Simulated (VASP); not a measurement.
# CaF2 (Fm-3m) in VASP: a series of runs

The runs below take CaF2 through single point, with PBE.

Program: VASP 6.6.1. These are calculated values, not measurements. Logs are shortened: lines on timing, memory, paths and dates and some standing lists are left out, and cuts for length are marked.

## Step 1: The cell of the first run

It takes space group Fm-3m (No. 225, cubic). Conventional cell: a = 5.281 Å, b = 5.281 Å, c = 5.281 Å, α = 90.00°, β = 90.00°, γ = 90.00°. Ca (site symmetry m-3m) has 8 F at 2.29 Å within 3.0 Å. Within 3.0 Å of F (site symmetry -43m) lie 4 Ca at 2.29 Å and 6 F at 2.64 Å.

## Step 2: Single point, PBE (12.27 Å³/atom)

INCAR

```
SYSTEM = CaF2
  ALGO = Normal
  EDIFF = 1E-6
  ENCUT = 600
  GGA = PE
  GGA_COMPAT = .False.
  ISIF = 2
  ISMEAR = 0
  LASPH = .True.
  LCHARG = .False.
  LREAL = .False.
  LWAVE = .False.
  NBANDS = 19
  NELM = 120
  PREC = Accurate
  SIGMA = 0.02
```

KPOINTS

```
k-points
0
Gamma
  8 8 8
  0 0 0
```

POSCAR

```
CaF2
1.0
    0.0000000000      2.6404361641      2.6404361641
    2.6404361641      0.0000000000      2.6404361641
    2.6404361641      2.6404361641      0.0000000000
Ca F
1 2
Direct
    0.0000000000      0.0000000000      0.0000000000
    0.7500000000      0.7500000000      0.7500000000
    0.2500000000      0.2500000000      0.2500000000
```

Potentials or basis: VASP PAW PBE potentials, release 64 (Ca_sv, F).

Command:

```console
$ cat potpaw_PBE.64/Ca_sv/POTCAR potpaw_PBE.64/F/POTCAR > POTCAR
$ mpirun -np 1 vasp_std > vasp.out
```

OUTCAR:

```text
SYSTEM = CaF2
   EDIFF = 1E-6
   ENCUT = 600
   GGA = PE
   ISIF = 2
   ISMEAR = 0
   LASPH = .True.
   LREAL = .False.
   NELM = 120
   PREC = Accurate

 ion  position               nearest neighbor table
   1  0.000  0.000  0.000-   2 2.29   2 2.29   2 2.29   3 2.29   3 2.29   3 2.29   3 2.29   2 2.29

   2  0.750  0.750  0.750-   1 2.29   1 2.29   1 2.29   1 2.29
   3  0.250  0.250  0.250-   1 2.29   1 2.29   1 2.29   1 2.29

  LATTYP: Found a face centered cubic cell.
 ALAT       =     5.2808723282

  Lattice vectors:

 A1 = (   0.0000000000,   2.6404361641,   2.6404361641)
 A2 = (   2.6404361641,   0.0000000000,   2.6404361641)
 A3 = (   2.6404361641,   2.6404361641,   0.0000000000)

Analysis of symmetry for initial positions (statically):
=====================================================================
 Subroutine PRICEL returns:
 Original cell was already a primitive cell.

 Routine SETGRP: Setting up the symmetry group for a
 face centered cubic supercell.

 Subroutine GETGRP returns: Found 48 space group operations
 (whereof 48 operations were pure point group operations)
 out of a pool of 48 trial point group operations.

The static configuration has the point symmetry O_h .

Analysis of symmetry for dynamics (positions and initial velocities):
=====================================================================
 Subroutine PRICEL returns:
 Original cell was already a primitive cell.

 Routine SETGRP: Setting up the symmetry group for a
 face centered cubic supercell.

 Subroutine GETGRP returns: Found 48 space group operations
 (whereof 48 operations were pure point group operations)
 out of a pool of 48 trial point group operations.

The dynamic configuration has the point symmetry O_h .

 Subroutine INISYM returns: Found 48 space group operations
 (whereof 48 operations are pure point group operations),
 and found     1 'primitive' translations

----------------------------------------------------------------------------------------

                                     Primitive cell

  volume of cell :      36.8177

  direct lattice vectors                    reciprocal lattice vectors
     0.000000000  2.640436164  2.640436164    -0.189362654  0.189362654  0.189362654
     2.640436164  0.000000000  2.640436164     0.189362654 -0.189362654  0.189362654
     2.640436164  2.640436164  0.000000000     0.189362654  0.189362654 -0.189362654

  length of vectors
     3.734140634  3.734140634  3.734140634     0.327985738  0.327985738  0.327985738

  position of ions in fractional coordinates (direct lattice)
     0.000000000  0.000000000  0.000000000
     0.750000000  0.750000000  0.750000000
     0.250000000  0.250000000  0.250000000

  ion indices of the primitive-cell ions
   primitive index   ion index
                 1           1
                 2           2
                 3           3

----------------------------------------------------------------------------------------

 KPOINTS: k-points

Automatic generation of k-mesh.
 Grid dimensions read from file:
 generate k-points for:    8    8    8

 Generating k-lattice:

  Cartesian coordinates                     Fractional coordinates (reciprocal lattice)
    -0.023670332  0.023670332  0.023670332     0.125000000  0.000000000  0.000000000
     0.023670332 -0.023670332  0.023670332     0.000000000  0.125000000  0.000000000
     0.023670332  0.023670332 -0.023670332     0.000000000  0.000000000  0.125000000

  Length of vectors
     0.040998217  0.040998217  0.040998217

  Shift w.r.t. Gamma in fractional coordinates (k-lattice)
     0.000000000  0.000000000  0.000000000

 Subroutine IBZKPT returns following result:
 ===========================================

 Found     29 irreducible k-points:

 Following reciprocal coordinates:
            Coordinates               Weight
  0.000000  0.000000  0.000000      1.000000
  0.125000  0.000000  0.000000      8.000000
  0.250000  0.000000  0.000000      8.000000
  0.375000  0.000000  0.000000      8.000000
  0.500000  0.000000  0.000000      4.000000
  0.125000  0.125000  0.000000      6.000000
[... 16 lines left out ...]
  0.500000  0.250000  0.125000     48.000000
 -0.375000  0.250000  0.125000     24.000000
 [... further k-points ...]
   k-points           NKPTS =     29   k-points in BZ     NKDIM =     29   number of bands    NBANDS=     19
   number of dos      NEDOS =    301   number of ions     NIONS =      3
   total plane-waves  NPLWV =  27000
   dimension x,y,z NGX =    30 NGY =   30 NGZ =   30
   dimension x,y,z NGXF=    60 NGYF=   60 NGZF=   60
   ions per type =               1   2
   NGX,Y,Z   is equivalent  to a cutoff of  13.36, 13.36, 13.36 a.u.
   NGXF,Y,Z  is equivalent  to a cutoff of  26.71, 26.71, 26.71 a.u.
 SYSTEM =  CaF2
   PREC   = accura    normal or accurate (medium, high low for compatibility)
   ISTART =      0    job   : 0-new  1-cont  2-samecut
   ICHARG =      2    charge: 1-file 2-atom 10-const
   ISPIN  =      1    spin polarized calculation?
   LNONCOLLINEAR =      F non collinear calculations
   LSORBIT =      F    spin-orbit coupling
   LASPH  =      T    aspherical Exc in radial PAW
   ENCUT  =  600.0 eV  44.10 Ry    6.64 a.u.   7.46  7.46  7.46*2*pi/ulx,y,z
   NELM   =    120;   NELMIN=  2; NELMDL= -5     # of ELM steps
   EDIFF  = 0.1E-05   stopping-criterion for ELM
   LREAL  =      F    real-space projection
   EDIFFG = 0.1E-04   stopping-criterion for IOM
   NSW    =      0    number of steps for IOM
   IBRION =     -1    ionic relax: 0-MD 1-quasi-New 2-CG
   NFREE  =      0    steps in history (QN), initial steepest desc. (CG)
   ISIF   =      2    stress and relaxation
   ISYM   =      2    0-nonsym 1-usesym 2-fastsym
   POTIM  = 0.5000    time-step for ionic-motion
   TEBEG  =    0.0;   TEEND  =   0.0 temperature during run
   PSTRESS=    0.0 pullay stress
   NELECT =      24.0000    total number of electrons
   NUPDOWN=      -1.0000    fix difference up-down
   EMIN   =  10.00;   EMAX   =-10.00  energy-range for DOS
   EFERMI =   0.00;   METHOD = LEGACY
   ISMEAR =     0;   SIGMA  =   0.02  broadening in eV -4-tet -1-fermi 0-gaus
   EFERMI_NEDOS =   21; number of points for ismear=-14 and -15
   IALGO  =     38    algorithm
   IMIX   =      4    mixing-type and parameters
     AMIX     =   0.40;   BMIX     =  1.00
     AMIX_MAG =   1.60;   BMIX_MAG =  1.00
  volume/ion in A,a.u.               =      12.27        82.82
  Fermi-wavevector in a.u.,A,eV,Ry     =   1.419470  2.682409 27.414315  2.014895
  Thomas-Fermi vector in A             =   2.540487
   LORBIT       =      0    0 simple, 1 ext, 2 COOP (PROOUT), +10 PAW based schemes
   GGA     = PE    functional components
   LHFCALC =     F    Hartree Fock is set to
   AEXX    =    0.0000 exact exchange contribution
   IVDW    =     0    specifies the selected vdW correction
   LEPSILON=     F    determine dielectric tensor
   LRPA    =     F    only Hartree local field effects (RPA)
 non-spin polarized calculation
 Gauss-broadening in eV      SIGMA  =   0.02
  energy-cutoff  :      600.00
  volume of cell :       36.82
 maximum number of plane-waves:      1249
 NGX is ok and might be reduce to    30
   NGX = 15   NGY = 15   NGZ = 15

 number of electron      24.0000015 magnetization

 Free energy of the ion-electron system (eV)
  ---------------------------------------------------
  ext. energy  EPLUGINS =         0.00000000
  ---------------------------------------------------
  free energy    TOTEN  =       -17.13833951 eV

  energy without entropy =      -17.13833951  energy(sigma->0) =      -17.13833951

 E-fermi :  -0.2161     XC(G=0): -10.1450

 val. band max:       -0.3935884194   @ k =   0.5000   0.5000   0.0000
 cond. band min:       7.5082951439   @ k =   0.0000   0.0000   0.0000
 fundamental gap:      7.9018835632
 Fermi energy:        -0.2160763775

 k-point     1 :       0.0000    0.0000    0.0000
  band No.  band energies     occupation
      1     -35.9497      2.00000
      2     -20.5877      2.00000
      3     -19.6546      2.00000
      4     -16.8827      2.00000
      5     -16.8827      2.00000
      6     -16.8827      2.00000
[... 11 lines left out ...]
     18      11.6541      0.00000
     19      17.4172      0.00000

 k-point     2 :       0.1250    0.0000    0.0000
  band No.  band energies     occupation
      1     -35.9411      2.00000
      2     -20.6383      2.00000
      3     -19.7055      2.00000
      4     -16.8922      2.00000
      5     -16.8922      2.00000
      6     -16.8010      2.00000
[... 11 lines left out ...]
     18      11.6013      0.00000
     19      16.7222      0.00000

 k-point     3 :       0.2500    0.0000    0.0000
  band No.  band energies     occupation
      1     -35.9203      2.00000
      2     -20.7265      2.00000
      3     -19.8675      2.00000
      4     -16.9151      2.00000
      5     -16.9151      2.00000
      6     -16.5921      2.00000
[... 11 lines left out ...]
     18      11.4755      0.00000
     19      15.4812      0.00000

 k-point     4 :       0.3750    0.0000    0.0000
  band No.  band energies     occupation
      1     -35.8994      2.00000
      2     -20.7654      2.00000
      3     -20.0802      2.00000
      4     -16.9378      2.00000
      5     -16.9378      2.00000
      6     -16.3726      2.00000
[... 407 lines left out ...]
     18      11.6112      0.00000
     19      16.0651      0.00000

 k-point    23 :       0.5000    0.2500    0.1250
  band No.  band energies     occupation
      1     -35.8880      2.00000
      2     -20.7558      2.00000
      3     -20.2327      2.00000
      4     -16.9752      2.00000
      5     -16.7593      2.00000
      6     -16.4115      2.00000
[... 11 lines left out ...]
     18      12.3092      0.00000
     19      15.4783      0.00000

 k-point    24 :      -0.3750    0.2500    0.1250
  band No.  band energies     occupation
      1     -35.8810      2.00000
      2     -20.6796      2.00000
      3     -20.4019      2.00000
      4     -16.9865      2.00000
      5     -16.7005      2.00000
      6     -16.3880      2.00000
[... 11 lines left out ...]
     18      12.8529      0.00000
     19      15.0689      0.00000

 [... further k-points ...]

------------------------ aborting loop because EDIFF is reached ----------------------------------------

  FORCE on cell =-STRESS in cart. coord.  units (eV):
  Direction    XX          YY          ZZ          XY          YZ          ZX
  --------------------------------------------------------------------------------------
  -------------------------------------------------------------------------------------
  Total        3.1395434      3.1395434      3.1395434     -0.0000000      0.0000000      0.0000000
  in kB      136.6218203    136.6218203    136.6218203     -0.0000000      0.0000000      0.0000000
  external PRESSURE =     136.6218203 kB  Pullay stress =       0.0000000 kB

 VOLUME and BASIS-vectors are now :
 -----------------------------------------------------------------------------
  energy-cutoff  :      600.00
  volume of cell :       36.82
      direct lattice vectors                 reciprocal lattice vectors
     0.000000000  2.640436164  2.640436164    -0.189362654  0.189362654  0.189362654
     2.640436164  0.000000000  2.640436164     0.189362654 -0.189362654  0.189362654
     2.640436164  2.640436164  0.000000000     0.189362654  0.189362654 -0.189362654

 POSITION                                       TOTAL-FORCE (eV/Angst)
 -----------------------------------------------------------------------------------
      0.00000      0.00000      0.00000         0.000000      0.000000      0.000000
      3.96065      3.96065      3.96065        -0.000000     -0.000000     -0.000000
      1.32022      1.32022      1.32022         0.000000      0.000000      0.000000
 -----------------------------------------------------------------------------------
    total drift:                                0.000000     -0.000000      0.000000

  FREE ENERGIE OF THE ION-ELECTRON SYSTEM (eV)
  ---------------------------------------------------
  free  energy   TOTEN  =       -17.1383395130 eV

  energy  without entropy=      -17.1383395130  energy(sigma->0) =      -17.13833951
```

Run time: 11 s. Hardware: 1 thread of Intel Xeon 6975P-C (Granite Rapids), shared host; peak memory 0.17 GiB.

Results:

```
Free energy            : -17.1383 eV
Pressure               : 13.7 GPa
Band gap on the k mesh : 7.90 eV (least direct gap 8.17 eV)
```

Levels at points of the mesh, in eV from the valence-band top:
```
           k point  band 9  band 10  band 11  band 12  band 13  band 14  band 15  band 16
(0.00, 0.00, 0.00)   -2.45    -0.27    -0.27    -0.27     7.90     9.55     9.55    12.05
(0.50, 0.00, 0.00)   -1.41    -1.36    -0.90    -0.90     9.82     9.82    10.42    11.25
(0.50, 0.50, 0.00)   -1.78    -0.43    -0.43     0.00     8.40    10.11    10.63    11.56
```

Caveat: the cell stands under pressure. A k mesh can miss the band edges.

## Step 3: Single point, PBE (12.69 Å³/atom)

This run uses another cell than the first one, of 12.69 Å³/atom.

INCAR

```
SYSTEM = CaF2
  ALGO = Normal
  EDIFF = 1E-6
  ENCUT = 600
  GGA = PE
  GGA_COMPAT = .FALSE.
  ISIF = 2
  ISMEAR = 0
  LASPH = .TRUE.
  LCHARG = .FALSE.
  LREAL = .FALSE.
  LWAVE = .FALSE.
  NBANDS = 19
  NELM = 120
  PREC = Accurate
  SIGMA = 0.02
```

KPOINTS

```
k-points
0
G
  8 8 8
  0 0 0
```

POSCAR

```
CaF2
1.0
    0.0000000000      2.6701064696      2.6701064696
    2.6701064696      0.0000000000      2.6701064696
    2.6701064696      2.6701064696      0.0000000000
Ca F
1 2
Direct
    0.0000000000      0.0000000000      0.0000000000
    0.7500000000      0.7500000000      0.7500000000
    0.2500000000      0.2500000000      0.2500000000
```

Potentials or basis: VASP PAW PBE potentials, release 64 (Ca_sv, F).

Command:

```console
$ cat potpaw_PBE.64/Ca_sv/POTCAR potpaw_PBE.64/F/POTCAR > POTCAR
$ mpirun -np 1 vasp_std > vasp.out
```

Run time: 12 s. Hardware: 1 thread of Intel Xeon 6975P-C (Granite Rapids), shared host; peak memory 0.18 GiB.

Results (log left out):

* Free energy: -17.2318 eV
* Pressure: 9.4 GPa
* Band gap on the k mesh: 7.69 eV (least direct gap 7.96 eV)

Levels at points of the mesh, in eV from the valence-band top:
```
           k point  band 10  band 11  band 12  band 13  band 14  band 15
(0.00, 0.00, 0.00)    -0.27    -0.27    -0.27     7.69     9.43     9.43
(0.50, 0.00, 0.00)    -1.32    -0.88    -0.88     9.68     9.68    10.19
(0.50, 0.50, 0.00)    -0.41    -0.41     0.00     8.31     9.91    10.45
```

Caveat: the cell stands under pressure. A k mesh can miss the band edges.

(Continued in part 2 of 2.)
